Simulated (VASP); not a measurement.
# Zn (P6_3/mmc) in VASP: further runs

Zn is run at these levels: LDA, PBE; tasks: single point.

Program: VASP 6.6.1. These are calculated values, not measurements. Logs are shortened: lines on timing, memory, paths and dates and some standing lists are left out, and cuts for length are marked.

### Step 1. The cell of the first run

Symmetry: P6_3/mmc, No. 194, hexagonal system. The conventional cell has a = 2.705 Å, b = 2.705 Å, c = 5.031 Å, α = 90.00°, β = 90.00°, γ = 120.00°. Within 3.6 Å of Zn (site symmetry -6m2) lie 12 Zn at 2.71 to 2.96 Å.

### Step 2. Single point, LDA (volume scaled by 1.04)

The input, INCAR:

```
SYSTEM = Zn
PREC = Accurate ; ENCUT = 520
EDIFF = 1E-6 ; ISMEAR = -1
SIGMA = 0.05 ; LREAL = .False.
LASPH = .True. ; NELM = 60
ALGO = Normal ; ISIF = 2
LWAVE = .False. ; LCHARG = .False.
GGA = CA ; NBANDS = 19
```

The input, KPOINTS:

```
Automatic mesh
0
Gamma
  11 11 6
  0 0 0
```

The input, POSCAR:

```
Zn
1.0
    2.7051356082      0.0000000000      0.0000000000
   -1.3525678041      2.3427161574      0.0000000000
    0.0000000000      0.0000000000      5.0313495994
Zn
2
Direct
    0.6666666667      0.3333333333      0.7500000000
    0.3333333333      0.6666666667      0.2500000000
```

Potentials or basis: VASP PAW LDA potentials, release 64 (Zn).

Run with:

```sh
cat potpaw_LDA.64/Zn/POTCAR > POTCAR
mpirun -np 1 vasp_std > vasp.out
```

OUTCAR:

```text
SYSTEM = Zn
   PREC = Accurate
   ENCUT = 520
   EDIFF = 1E-6
   ISMEAR = -1
   LREAL = .False.
   LASPH = .True.
   NELM = 60
   ISIF = 2
   GGA = CA

 ion  position               nearest neighbor table
   1  0.667  0.333  0.750-   2 2.96   2 2.96   2 2.96   2 2.96   2 2.96   2 2.96
   2  0.333  0.667  0.250-   1 2.96   1 2.96   1 2.96   1 2.96   1 2.96   1 2.96

  LATTYP: Found a hexagonal cell.
 ALAT       =     2.7051356082
 C/A-ratio  =     1.8599250936

  Lattice vectors:

 A1 = (   2.7051356082,   0.0000000000,   0.0000000000)
 A2 = (  -1.3525678041,   2.3427161574,   0.0000000000)
 A3 = (   0.0000000000,   0.0000000000,   5.0313495994)

Analysis of symmetry for initial positions (statically):
=====================================================================
 Subroutine PRICEL returns:
 Original cell was already a primitive cell.

 Routine SETGRP: Setting up the symmetry group for a
 hexagonal supercell.

 Subroutine GETGRP returns: Found 24 space group operations
 (whereof 12 operations were pure point group operations)
 out of a pool of 24 trial point group operations.

The static configuration has the point symmetry D_3d.
 The point group associated with its full space group is D_6h.

Analysis of symmetry for dynamics (positions and initial velocities):
=====================================================================
 Subroutine PRICEL returns:
 Original cell was already a primitive cell.

 Routine SETGRP: Setting up the symmetry group for a
 hexagonal supercell.

 Subroutine GETGRP returns: Found 24 space group operations
 (whereof 12 operations were pure point group operations)
 out of a pool of 24 trial point group operations.

The dynamic configuration has the point symmetry D_3d.
 The point group associated with its full space group is D_6h.

 Subroutine INISYM returns: Found 24 space group operations
 (whereof 12 operations are pure point group operations),
 and found     1 'primitive' translations

----------------------------------------------------------------------------------------

                                     Primitive cell

  volume of cell :      31.8855

  direct lattice vectors                    reciprocal lattice vectors
     2.705135608  0.000000000  0.000000000     0.369667235  0.213427478  0.000000000
    -1.352567804  2.342716157  0.000000000     0.000000000  0.426854955  0.000000000
     0.000000000  0.000000000  5.031349599     0.000000000  0.000000000  0.198753829

  length of vectors
     2.705135608  2.705135608  5.031349599     0.426854955  0.426854955  0.198753829

  position of ions in fractional coordinates (direct lattice)
     0.666666667  0.333333333  0.750000000
     0.333333333  0.666666667  0.250000000

  ion indices of the primitive-cell ions
   primitive index   ion index
                 1           1
                 2           2

----------------------------------------------------------------------------------------

 KPOINTS: Automatic mesh

Automatic generation of k-mesh.
 Grid dimensions read from file:
 generate k-points for:   11   11    6

 Generating k-lattice:

  Cartesian coordinates                     Fractional coordinates (reciprocal lattice)
     0.033606112  0.019402498  0.000000000     0.090909091  0.000000000  0.000000000
     0.000000000  0.038804996  0.000000000     0.000000000  0.090909091  0.000000000
     0.000000000  0.000000000  0.033125638     0.000000000  0.000000000  0.166666667

  Length of vectors
     0.038804996  0.038804996  0.033125638

  Shift w.r.t. Gamma in fractional coordinates (k-lattice)
     0.000000000  0.000000000  0.000000000

 Subroutine IBZKPT returns following result:
 ===========================================

 Found     64 irreducible k-points:

 Following reciprocal coordinates:
            Coordinates               Weight
  0.000000  0.000000  0.000000      1.000000
  0.090909  0.000000  0.000000      6.000000
  0.181818  0.000000  0.000000      6.000000
  0.272727  0.000000  0.000000      6.000000
  0.363636  0.000000  0.000000      6.000000
  0.454545  0.000000  0.000000      6.000000
[... 16 lines left out ...]
  0.090909  0.090909  0.166667     12.000000
  0.181818  0.090909  0.166667     24.000000
 [... further k-points ...]
   k-points           NKPTS =     64   k-points in BZ     NKDIM =     64   number of bands    NBANDS=     19
   number of dos      NEDOS =    301   number of ions     NIONS =      2
   total plane-waves  NPLWV =  16000
   dimension x,y,z NGX =    20 NGY =   20 NGZ =   40
   dimension x,y,z NGXF=    40 NGYF=   40 NGZF=   80
   ions per type =               2
   NGX,Y,Z   is equivalent  to a cutoff of  12.29, 12.29, 13.22 a.u.
   NGXF,Y,Z  is equivalent  to a cutoff of  24.58, 24.58, 26.43 a.u.
 SYSTEM =  Zn
   PREC   = accura    normal or accurate (medium, high low for compatibility)
   ISTART =      0    job   : 0-new  1-cont  2-samecut
   ICHARG =      2    charge: 1-file 2-atom 10-const
   ISPIN  =      1    spin polarized calculation?
   LNONCOLLINEAR =      F non collinear calculations
   LSORBIT =      F    spin-orbit coupling
   LASPH  =      T    aspherical Exc in radial PAW
   ENCUT  =  520.0 eV  38.22 Ry    6.18 a.u.   5.03  5.03  9.35*2*pi/ulx,y,z
   NELM   =     60;   NELMIN=  2; NELMDL= -5     # of ELM steps
   EDIFF  = 0.1E-05   stopping-criterion for ELM
   LREAL  =      F    real-space projection
   EDIFFG = 0.1E-04   stopping-criterion for IOM
   NSW    =      0    number of steps for IOM
   IBRION =     -1    ionic relax: 0-MD 1-quasi-New 2-CG
   NFREE  =      0    steps in history (QN), initial steepest desc. (CG)
   ISIF   =      2    stress and relaxation
   ISYM   =      2    0-nonsym 1-usesym 2-fastsym
   POTIM  = 0.5000    time-step for ionic-motion
   TEBEG  =    0.0;   TEEND  =   0.0 temperature during run
   PSTRESS=    0.0 pullay stress
   NELECT =      24.0000    total number of electrons
   NUPDOWN=      -1.0000    fix difference up-down
   EMIN   =  10.00;   EMAX   =-10.00  energy-range for DOS
   EFERMI =   0.00;   METHOD = LEGACY
   ISMEAR =    -1;   SIGMA  =   0.05  broadening in eV -4-tet -1-fermi 0-gaus
   EFERMI_NEDOS =   21; number of points for ismear=-14 and -15
   IALGO  =     38    algorithm
   IMIX   =      4    mixing-type and parameters
     AMIX     =   0.40;   BMIX     =  1.00
     AMIX_MAG =   1.60;   BMIX_MAG =  1.00
  volume/ion in A,a.u.               =      15.94       107.59
  Fermi-wavevector in a.u.,A,eV,Ry     =   1.489181  2.814144 30.173100  2.217660
  Thomas-Fermi vector in A             =   2.602122
   LORBIT       =      0    0 simple, 1 ext, 2 COOP (PROOUT), +10 PAW based schemes
   GGA     = CA    functional components
   LHFCALC =     F    Hartree Fock is set to
   AEXX    =    0.0000 exact exchange contribution
   IVDW    =     0    specifies the selected vdW correction
   LEPSILON=     F    determine dielectric tensor
   LRPA    =     F    only Hartree local field effects (RPA)
 non-spin polarized calculation
  energy-cutoff  :      520.00
  volume of cell :       31.89
 maximum number of plane-waves:       876
 NGX is ok and might be reduce to    20
   NGX =  9   NGY =  9   NGZ = 19

 number of electron      23.9999992 magnetization

 Free energy of the ion-electron system (eV)
  ---------------------------------------------------
  ext. energy  EPLUGINS =         0.00000000
  ---------------------------------------------------
  free energy    TOTEN  =        -3.56704092 eV

  energy without entropy =       -3.56244474  energy(sigma->0) =       -3.56474283

 E-fermi :   2.4215     XC(G=0): -11.6378

 val. band max:        2.3545704573   @ k =   0.3636   0.2727   0.3333
 cond. band min:       2.4541838965   @ k =   0.3636   0.2727   0.3333
 fundamental gap:      0.0996134392
 Fermi energy:         2.4214598277

 k-point     1 :       0.0000    0.0000    0.0000
  band No.  band energies     occupation
      1      -7.4915      2.00000
      2      -5.9239      2.00000
      3      -5.3088      2.00000
      4      -5.0949      2.00000
      5      -5.0949      2.00000
      6      -5.0503      2.00000
[... 11 lines left out ...]
     18      20.9438      0.00000
     19      20.9438      0.00000

 k-point     2 :       0.0909    0.0000    0.0000
  band No.  band energies     occupation
      1      -7.2548      2.00000
      2      -5.8290      2.00000
      3      -5.2876      2.00000
      4      -5.1143      2.00000
      5      -5.0714      2.00000
      6      -5.0421      2.00000
[... 11 lines left out ...]
     18      20.0331      0.00000
     19      21.4628      0.00000

 k-point     3 :       0.1818    0.0000    0.0000
  band No.  band energies     occupation
      1      -6.5806      2.00000
      2      -5.6282      2.00000
      3      -5.2552      2.00000
      4      -5.1487      2.00000
      5      -5.0389      2.00000
      6      -4.9950      2.00000
[... 11 lines left out ...]
     18      18.3240      0.00000
     19      18.9928      0.00000

 k-point     4 :       0.2727    0.0000    0.0000
  band No.  band energies     occupation
      1      -5.8125      2.00000
      2      -5.5758      2.00000
      3      -5.2427      2.00000
      4      -5.1583      2.00000
      5      -5.0362      2.00000
      6      -4.9329      2.00000
[... 11 lines left out ...]
     18      17.3879      0.00000
     19      18.4087      0.00000

 k-point     5 :       0.3636    0.0000    0.0000
  band No.  band energies     occupation
      1      -5.7000      2.00000
      2      -5.6262      2.00000
      3      -5.4249      2.00000
      4      -5.0330      2.00000
      5      -5.0327      2.00000
      6      -4.9272      2.00000
[... 11 lines left out ...]
     18      16.7890      0.00000
     19      17.9531      0.00000
[... 334 lines left out ...]
      2      -5.6421      2.00000
      3      -5.4086      2.00000
      4      -5.1813      2.00000
      5      -4.9498      2.00000
      6      -4.9053      2.00000
[... 11 lines left out ...]
     18      16.8000      0.00000
     19      17.2050      0.00000

 k-point    22 :       0.4545    0.0000    0.1667
  band No.  band energies     occupation
      1      -5.7421      2.00000
      2      -5.7059      2.00000
      3      -5.4852      2.00000
      4      -5.2063      2.00000
      5      -4.9320      2.00000
      6      -4.8909      2.00000
[... 11 lines left out ...]
     18      16.5766      0.00000
     19      16.6240      0.00000

 k-point    23 :       0.0909    0.0909    0.1667
  band No.  band energies     occupation
      1      -6.6451      2.00000
      2      -5.6646      2.00000
      3      -5.2635      2.00000
      4      -5.1530      2.00000
      5      -5.1299      2.00000
      6      -4.9401      2.00000
[... 11 lines left out ...]
     18      18.3343      0.00000
     19      21.1242      0.00000

 k-point    24 :       0.1818    0.0909    0.1667
  band No.  band energies     occupation
      1      -5.8930      2.00000
      2      -5.4908      2.00000
      3      -5.2506      2.00000
      4      -5.2020      2.00000
      5      -5.1500      2.00000
      6      -5.0439      2.00000
[... 11 lines left out ...]
     18      16.6012      0.00000
     19      18.8386      0.00000

 [... further k-points ...]
[... 5 lines left out ...]
  --------------------------------------------------------------------------------------
  -------------------------------------------------------------------------------------
  Total       -2.2546066     -2.2546066     -1.7907495     -0.0000000     -0.0000000      0.0000000
  in kB     -113.2891033   -113.2891033    -89.9812908     -0.0000000     -0.0000000      0.0000000
  external PRESSURE =    -105.5198325 kB  Pullay stress =       0.0000000 kB

 VOLUME and BASIS-vectors are now :
 -----------------------------------------------------------------------------
  energy-cutoff  :      520.00
  volume of cell :       31.89
      direct lattice vectors                 reciprocal lattice vectors
     2.705135608  0.000000000  0.000000000     0.369667235  0.213427478  0.000000000
    -1.352567804  2.342716157  0.000000000     0.000000000  0.426854955  0.000000000
     0.000000000  0.000000000  5.031349599     0.000000000  0.000000000  0.198753829

 POSITION                                       TOTAL-FORCE (eV/Angst)
 -----------------------------------------------------------------------------------
      1.35257      0.78091      3.77351        -0.000000      0.000000     -0.000000
     -0.00000      1.56181      1.25784         0.000000     -0.000000      0.000000
 -----------------------------------------------------------------------------------
    total drift:                               -0.000000      0.000000      0.000000

  FREE ENERGIE OF THE ION-ELECTRON SYSTEM (eV)
  ---------------------------------------------------
  free  energy   TOTEN  =        -3.5670409216 eV

  energy  without entropy=       -3.5624447399  energy(sigma->0) =       -3.56474283
```

Wall time 40 s (1 thread of Intel Xeon 8259CL, shared host); peak memory 0.15 GiB.

What came out:

```
Free energy            : -3.5670 eV
Pressure               : -10.6 GPa
Band gap on the k mesh : zero (band 12 reaches 4.24 eV, above the bottom of band 13 at -0.60 eV)
```

Stress tensor (GPa, compression positive):
```
-11.33   0.00   0.00
  0.00 -11.33   0.00
  0.00   0.00  -9.00
```

Caveat: the cell differs from its parent crystal (volume scaled by 1.04).

### Step 3. Single point, LDA (volume scaled by 1.06)

The input, INCAR:

```
SYSTEM = Zn
  PREC = Accurate
  ENCUT = 520
  EDIFF = 1E-7
  ISMEAR = -1
  SIGMA = 0.05
  LREAL = .FALSE.
  LASPH = .TRUE.
  NELM = 60
  ALGO = Normal
  ISIF = 2
  LWAVE = .FALSE.
  LCHARG = .FALSE.
  NBANDS = 19
```

The input, KPOINTS:

```
regular mesh
0
G
  11 11 6
  0 0 0
```

The input, POSCAR:

```
Zn
1.0
    2.7223662359      0.0000000000      0.0000000000
   -1.3611831179      2.3576383187      0.0000000000
    0.0000000000      0.0000000000      5.0633972761
Zn
2
Direct
    0.6666666667      0.3333333333      0.7500000000
    0.3333333333      0.6666666667      0.2500000000
```

Potentials or basis: VASP PAW LDA potentials, release 64 (Zn).

Run with:

```sh
cat potpaw_LDA.64/Zn/POTCAR > POTCAR
mpirun -np 1 vasp_std > vasp.out
```

Run time: 36 s. Hardware: 1 thread of Intel Xeon 8259CL, shared host; peak memory 0.14 GiB.

It converged, with:

| Quantity | Value |
| --- | --- |
| Free energy | -3.5253 eV |
| Pressure | -11.3 GPa |
| Band gap on the k mesh | zero (band 12 reaches 4.10 eV, above the bottom of band 13 at -0.75 eV) |

Stress tensor (GPa, compression positive):
```
-12.19   0.00   0.00
  0.00 -12.19   0.00
  0.00   0.00  -9.51
```

Levels at points of the mesh, in eV from the Fermi level:
```
           k point  band 8  band 9  band 10  band 11  band 12  band 13  band 14  band 15  band 16  band 17
(0.00, 0.00, 0.00)   -7.14   -7.14    -6.96    -6.96    -3.17    -3.04    12.99    16.57    16.57    16.70
(0.00, 0.00, 0.50)   -7.33   -7.04    -7.04    -7.04    -7.04     4.45     4.45    17.75    17.75    17.75
```

Caveat: the cell differs from its parent crystal (volume scaled by 1.06).

### Step 4. Single point, PBE

This run uses another cell than the first one, of 15.33 Å³/atom, 0.962 times its volume.

The input, INCAR:

```
PREC = Accurate
ENCUT = 520
EDIFF = 1E-6
ISMEAR = -1
SIGMA = 0.04
LREAL = F
LASPH = T
NELM = 60
ALGO = Fast
ISIF = 2
LWAVE = F
LCHARG = F
GGA = PE
NBANDS = 19
```

The input, KPOINTS:

```
regular mesh
0
Gamma
  4 4 2
```

The input, POSCAR:

```
Zn
1.0
    2.6700000000      0.0000000000      0.0000000000
   -1.3350000000      2.3122878281      0.0000000000
    0.0000000000      0.0000000000      4.9660000000
Zn
2
Direct
    0.6666666667      0.3333333333      0.7500000000
    0.3333333333      0.6666666667      0.2500000000
```

Potentials or basis: VASP PAW PBE potentials, release 64 (Zn).

Run with:

```sh
cat potpaw_PBE.64/Zn/POTCAR > POTCAR
mpirun -np 1 vasp_std > vasp.out
```

It used 9.6 s of CPU time on 1 thread of Intel Xeon 6975P-C, with other jobs on the host.

The run converged. Its results:

| Quantity | Value |
| --- | --- |
| Free energy | -2.4952 eV |
| Pressure | -2.7 GPa |
| Band gap on the k mesh | zero (band 12 reaches 4.28 eV, above the bottom of band 13 at -0.02 eV) |

Stress tensor (GPa, compression positive):
```
-4.64  0.00  0.00
 0.00 -4.64  0.00
 0.00  0.00  1.33
```

Levels at points of the mesh, in eV from the Fermi level:
```tsv
k point	band 8	band 9	band 10	band 11	band 12	band 13	band 14	band 15	band 16	band 17
(0.00, 0.00, 0.00)	-6.19	-6.19	-5.99	-5.99	-2.48	-1.97	14.59	18.22	18.47	18.47
(0.50, 0.00, 0.00)	-6.00	-5.83	-5.82	-1.71	-1.05	3.68	4.66	5.12	6.80	11.21
(0.00, 0.00, 0.50)	-6.49	-6.08	-6.08	-6.08	-6.08	5.64	5.64	19.74	19.74	19.74
(0.50, 0.00, 0.50)	-6.01	-5.82	-5.82	-0.74	-0.74	1.21	1.21	11.17	11.17	13.01
```

Caveat: the k points lie up to 0.68 Å⁻¹ apart.

### Step 5. Single point, PBE

This run uses another cell than the first one, of 15.33 Å³/atom, 0.962 times its volume.

The input, INCAR:

```
PREC = Accurate ; ENCUT = 520
EDIFF = 1E-6 ; ISMEAR = 1
SIGMA = 0.1 ; LREAL = F
LASPH = T ; NELM = 80
ALGO = Normal ; ISIF = 2
LWAVE = F ; LCHARG = T
GGA = PE ; LELF = T
LVHAR = T ; NBANDS = 19
```

The input, KPOINTS:

```
Automatic mesh
0
Gamma
  10 10 5
```

POSCAR is that of step 4.

Run with:

```sh
cat potpaw_PBE.64/Zn/POTCAR > POTCAR
mpirun -np 1 vasp_std > vasp.out
```

Wall time 8.6 s (1 thread of Intel Xeon 6975P-C (Granite Rapids), shared host); peak memory 0.14 GiB.

The run converged. Its results:

- Free energy: -2.2296 eV
- Pressure: -0.5 GPa
- Band gap on the k mesh: zero (band 12 reaches 4.15 eV, above the bottom of band 13 at -0.01 eV)

Stress tensor (GPa, compression positive):
```
-0.75  0.00  0.00
 0.00 -0.75  0.00
 0.00  0.00 -0.05
```

Levels at points of the mesh, in eV from the Fermi level:
```tsv
k point	band 8	band 9	band 10	band 11	band 12	band 13	band 14	band 15	band 16	band 17
(0.00, 0.00, 0.00)	-7.07	-7.07	-6.87	-6.87	-3.39	-2.85	13.70	17.34	17.58	17.58
(0.50, 0.00, 0.00)	-6.88	-6.69	-6.67	-2.59	-1.94	2.81	3.75	4.25	5.90	10.33
```

### Step 6. Summary

| level | potentials or basis | cell | k mesh | smearing | gap on the mesh (eV) | pressure (GPa) |
| --- | --- | --- | --- | --- | --- | --- |
| LDA | VASP PAW LDA potentials, release 64 (Zn) | a = 2.705, b = 2.705, c = 5.031 Å, angles 90.0, 90.0, 120.0°, 2 atoms | 11 × 11 × 6 | fermi-dirac 0.05 eV | none | -10.6 |
| LDA | VASP PAW LDA potentials, release 64 (Zn) | a = 2.722, b = 2.722, c = 5.063 Å, angles 90.0, 90.0, 120.0°, 2 atoms | 11 × 11 × 6 | fermi-dirac 0.05 eV | none | -11.3 |
| PBE | VASP PAW PBE potentials, release 64 (Zn) | a = 2.670, b = 2.670, c = 4.966 Å, angles 90.0, 90.0, 120.0°, 2 atoms | 4 × 4 × 2 | fermi-dirac 0.04 eV | none | -2.7 |
| PBE | VASP PAW PBE potentials, release 64 (Zn) | a = 2.670, b = 2.670, c = 4.966 Å, angles 90.0, 90.0, 120.0°, 2 atoms | 10 × 10 × 5 | methfessel-paxton 0.1 eV | none | -0.5 |

Alike in all rows: task single point; no spin polarisation; cutoff (eV) 520.

Caveats: some runs use coarse meshes.

Absolute energies hang on the potentials; compare differences alone.
